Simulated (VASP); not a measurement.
# Al5O8 (a cell with a defect) in VASP: further runs, part 2 of 2

VASP 6.6.1. The steps go on from the part before.

### 4 Single point, LDA

File INCAR:

```
PREC = Accurate ; ENCUT = 520
EDIFF = 1E-6 ; ISMEAR = -1
SIGMA = 0.05 ; LREAL = Auto
LASPH = T ; NELM = 80
ALGO = Normal ; ISIF = 2
LWAVE = F ; LCHARG = F
GGA = CA ; NBANDS = 120
NELECT = 188.0
```

File KPOINTS:

```
regular mesh
0
Gamma
  2 2 2
```

File POSCAR:

```
Al5O8
1.0
   -4.7351000000     -2.7338110000      4.3003330000
    4.7351000000     -2.7338110000      4.3003330000
    0.0000000000      5.4676230000      4.3003330000
Al O
15 24
Direct
    0.3511828253      0.3515323428      0.3577068969
    0.1473281964      0.1508622294      0.1487654262
    0.6442765058      0.6435419912      0.6544189995
    0.8539679555      0.8488390247      0.8532999538
    0.8109392048      0.8110669740      0.3114599039
    0.1478901358      0.1480206504      0.6484130604
    0.3530127239      0.3531434498      0.8535344363
    0.8571835081      0.3513120376      0.8519225661
    0.6482427716      0.1474569382      0.6512540494
    0.1538963428      0.6444031959      0.1439333070
    0.3527752740      0.8540973158      0.3492324839
    0.3514005707      0.8573121670      0.8517030487
    0.1507294200      0.6483736092      0.6478491022
    0.6434076365      0.1540245189      0.1447948767
    0.8487083628      0.3529070070      0.3544924944
    0.5996486717      0.4019567539      0.7596353900
    0.7505550913      0.5842278754      0.4229425396
    0.4019795460      0.7513128230      0.5953350047
    0.3803224724      0.6008912038      0.2713269992
    0.2500606130      0.4024557050      0.6012342636
    0.5953300714      0.2521696313      0.4085702342
    0.0986189419      0.9026218141      0.7464320405
    0.2459086507      0.0987508294      0.4030133164
    0.9024902087      0.2460390250      0.5991433303
    0.9000849614      0.0975870205      0.2441992871
    0.7436746675      0.9002147617      0.5979790494
    0.0974494369      0.7438106542      0.4006079224
    0.0948099120      0.4021119753      0.2517061841
    0.2591105477      0.5997793826      0.9023485598
    0.9224208911      0.7506874536      0.0846199522
    0.9080449103      0.5954610155      0.7525612206
    0.7708053836      0.3804501640      0.1012844301
    0.1007111492      0.2501926808      0.9028476818
    0.5840974477      0.9225513346      0.2510837002
    0.7511816662      0.0949414601      0.9025040150
    0.4018248996      0.2592431168      0.1001718690
    0.4023240411      0.1008425518      0.7505849190
    0.2520397766      0.9081773450      0.0958530479
    0.6007598128      0.7709350995      0.8808466933
```

Potentials or basis: VASP PAW LDA potentials, release 64 (Al, O).

Launch:

```sh
$ cat potpaw_LDA.64/Al/POTCAR potpaw_LDA.64/O/POTCAR > POTCAR
$ mpirun -np 1 vasp_std > vasp.out
```

OUTCAR:

```text
PREC = Accurate
   ENCUT = 520
   EDIFF = 1E-6
   ISMEAR = -1
   LREAL = Auto
   LASPH = T
   NELM = 80
   ISIF = 2
   GGA = CA
   NELECT = 188.0

 ion  position               nearest neighbor table
   1  0.351  0.352  0.358-  19 1.81  20 1.83  21 1.84  36 1.95  23 1.95  28 1.98   2 2.64   6 2.75
                            14 2.77  10 2.77  13 3.17   9 3.20
   2  0.147  0.151  0.149-  33 1.84  38 1.84  25 1.85  28 1.94  23 1.94  36 1.97   1 2.64   7 2.77
                            11 2.77  15 2.79   8 3.17  12 3.20
   3  0.644  0.644  0.654-  17 1.79  16 1.82  18 1.86  39 1.86  26 1.96  31 2.00   4 2.64   8 2.77
                            12 2.77   5 2.79   7 3.14  15 3.20  11 3.24
   4  0.854  0.849  0.853-  30 1.78  35 1.85  22 1.86  39 1.87  31 1.95  26 1.98   3 2.64  13 2.77
                             9 2.79   5 3.17  10 3.20   6 3.21  14 3.24
   5  0.811  0.811  0.311-  30 1.77  17 1.77  34 1.77  27 2.14  25 2.14  26 2.14  10 2.79   3 2.79
                            14 2.79   4 3.17  15 3.17  11 3.17
   6  0.148  0.148  0.648-  22 1.84  23 1.84  24 1.84  37 1.95  20 1.95  33 1.95   7 2.65   8 2.75
                            12 2.75   1 2.75  15 3.21  11 3.21   4 3.21
   7  0.353  0.353  0.854-  16 1.84  29 1.84  36 1.84  37 1.94  20 1.94  33 1.94   6 2.65   9 2.77
                             2 2.77  13 2.77  14 3.14  10 3.14   3 3.14
   8  0.857  0.351  0.852-  32 1.81  33 1.83  31 1.84  16 1.95  24 1.95  35 1.98   9 2.64   6 2.75
                             3 2.77  14 2.77   2 3.17  13 3.20
   9  0.648  0.147  0.651-  37 1.84  21 1.84  26 1.85  35 1.94  24 1.94  16 1.97   8 2.64   7 2.77
[... 23 lines left out ...]
  26  0.744  0.900  0.598-   9 1.85   3 1.96   4 1.98   5 2.14
  27  0.097  0.744  0.401-  13 1.85  10 1.96  11 1.98   5 2.14
  28  0.095  0.402  0.252-  15 1.85  10 1.86   2 1.94   1 1.98
  29  0.259  0.600  0.902-  10 1.82   7 1.84  12 1.95  13 1.97
  30  0.922  0.751  0.085-   5 1.77   4 1.78  10 1.79
  31  0.908  0.595  0.753-   8 1.84  13 1.84   4 1.95   3 2.00
  32  0.771  0.380  0.101-   8 1.81  14 1.86  15 1.87
  33  0.101  0.250  0.903-   8 1.83   2 1.84   7 1.94   6 1.95
  34  0.584  0.923  0.251-   5 1.77  11 1.78  14 1.79
  35  0.751  0.095  0.903-   4 1.85  14 1.86   9 1.94   8 1.98
  36  0.402  0.259  0.100-  14 1.82   7 1.84   1 1.95   2 1.97
  37  0.402  0.101  0.751-  12 1.83   9 1.84   7 1.94   6 1.95
  38  0.252  0.908  0.096-  12 1.84   2 1.84  11 1.95  10 2.00
[... 222 lines left out ...]
   LEPSILON=     F    determine dielectric tensor
   LRPA    =     F    only Hartree local field effects (RPA)
 non-spin polarized calculation
  energy-cutoff  :      520.00
  volume of cell :      334.00
 maximum number of plane-waves:      9016
 NGX is ok and might be reduce to    54
   NGX = 25   NGY = 25   NGZ = 25

 number of electron     188.0000000 magnetization

 Free energy of the ion-electron system (eV)
  ---------------------------------------------------
  ext. energy  EPLUGINS =         0.00000000
  ---------------------------------------------------
  free energy    TOTEN  =      -320.29429446 eV

  energy without entropy =     -320.18213923  energy(sigma->0) =     -320.23821685

 E-fermi :   5.3721     XC(G=0): -12.0421

 val. band max:        5.2880237896   @ k =   0.5000   0.0000   0.0000
 cond. band min:       5.3855117672   @ k =   0.5000   0.0000   0.0000
 fundamental gap:      0.0974879777
 Fermi energy:         5.3720686338

 k-point     1 :       0.0000    0.0000    0.0000
  band No.  band energies     occupation
      1     -13.7969      2.00000
      2     -12.6767      2.00000
      3     -12.6765      2.00000
      4     -12.4303      2.00000
      5     -11.9537      2.00000
      6     -11.9536      2.00000
[... 425 lines left out ...]
    105      15.1825      0.00000
    106      15.1825      0.00000
 [bands above 106 left out]

------------------------ aborting loop because EDIFF is reached ----------------------------------------

  FORCE on cell =-STRESS in cart. coord.  units (eV):
  Direction    XX          YY          ZZ          XY          YZ          ZX
  --------------------------------------------------------------------------------------
  -------------------------------------------------------------------------------------
  Total       -3.9243041     -3.9243043     -6.2905966      0.0000002     -0.0000005      0.0000000
  in kB      -18.8244461    -18.8244472    -30.1752852      0.0000008     -0.0000023      0.0000000
  external PRESSURE =     -22.6080595 kB  Pullay stress =       0.0000000 kB

 VOLUME and BASIS-vectors are now :
 -----------------------------------------------------------------------------
  energy-cutoff  :      520.00
  volume of cell :      334.00
      direct lattice vectors                 reciprocal lattice vectors
    -4.735100000 -2.733811000  4.300333000    -0.105594391 -0.060964948  0.077513382
     4.735100000 -2.733811000  4.300333000     0.105594391 -0.060964948  0.077513382
     0.000000000  5.467623000  4.300333000     0.000000000  0.121929897  0.077513368

 POSITION                                       TOTAL-FORCE (eV/Angst)
 -----------------------------------------------------------------------------------
      0.00166      0.03472      4.56017        -0.020071     -0.013140     -0.030766
      0.01673     -0.00180      1.92206         0.016982      0.066280     -0.036691
     -0.00348      0.05746      8.35227         0.045597     -0.014726     -0.080042
     -0.02429      0.01037     10.99211         0.000935      0.142356     -0.039724
      0.00060     -2.73131      8.31455         0.000000      0.000000      1.654680
      0.00062      2.73631      4.06091         0.000000     -0.000000     -0.057629
[... 31 lines left out ...]
      3.10688     -2.64773      5.40152        -0.016591      0.015380     -0.013539
      0.80580      1.06618      9.68668         0.021971      0.006063     -0.051282
 -----------------------------------------------------------------------------------
    total drift:                               -0.138860      0.078088     -0.033635

  FREE ENERGIE OF THE ION-ELECTRON SYSTEM (eV)
  ---------------------------------------------------
  free  energy   TOTEN  =      -320.2942944644 eV

  energy  without entropy=     -320.1821392321  energy(sigma->0) =     -320.23821685
```

Run time: 7 min. Hardware: 1 thread of Oxide Virtual Turin-like, shared host; peak memory 0.31 GiB.

Results:

```yaml
Free_energy: -320.2943 eV
Largest_force: 1.655 eV/Å
```

Forces in eV/Å, atoms in the order of the input:
```
Al  -0.020 -0.013 -0.031
Al   0.017  0.066 -0.037
Al   0.046 -0.015 -0.080
Al   0.001  0.142 -0.040
Al   0.000  0.000  1.655
Al   0.000  0.000 -0.058
Al   0.000  0.000 -0.037
Al   0.021 -0.011 -0.031
Al  -0.066 -0.018 -0.037
Al  -0.010  0.047 -0.080
Al  -0.124 -0.070 -0.040
Al  -0.001  0.024 -0.031
Al   0.049 -0.048 -0.037
Al  -0.036 -0.032 -0.080
Al   0.123 -0.072 -0.040
O   -0.012 -0.016 -0.059
O    0.096 -0.164  0.040
O    0.036 -0.012 -0.082
O   -0.016  0.016 -0.051
O    0.023  0.000 -0.038
O   -0.005 -0.022 -0.014
O    0.016  0.067 -0.011
O   -0.066 -0.019 -0.011
O    0.050 -0.048 -0.011
O   -0.246  0.292 -0.117
O   -0.130 -0.359 -0.117
O    0.376  0.067 -0.117
O   -0.008  0.037 -0.082
O    0.020 -0.002 -0.059
O    0.094  0.166  0.040
O    0.022  0.007 -0.014
O   -0.006 -0.022 -0.051
O   -0.012  0.020 -0.038
O   -0.190 -0.001  0.040
O   -0.028 -0.025 -0.082
O   -0.008  0.018 -0.059
O   -0.011 -0.020 -0.038
O   -0.017  0.015 -0.014
O    0.022  0.006 -0.051
```

Levels at points of the mesh, in eV from the Fermi level:
```
           k point  band 90  band 91  band 92  band 93  band 94  band 95  band 96  band 97  band 98  band 99
(0.00, 0.00, 0.00)    -0.41    -0.24    -0.24    -0.23     0.12     0.22     0.22     6.68     9.21     9.44
(0.50, 0.00, 0.00)    -0.44    -0.41    -0.32    -0.17    -0.08     0.01     0.19     7.99     8.15     9.40
(0.50, 0.50, 0.00)    -0.39    -0.33    -0.30    -0.20    -0.10     0.09     0.16     8.59     8.91     9.02
(0.50, 0.50, 0.50)    -0.32    -0.32    -0.19    -0.19    -0.14     0.14     0.14     8.70     8.99     9.30
```

Caveat: the k points lie up to 0.45 Å⁻¹ apart; the cell carries a net charge on a neutralising background, which shifts energy and pressure; the cell is charged against a uniform background, so pressure and absolute levels hang on convention.
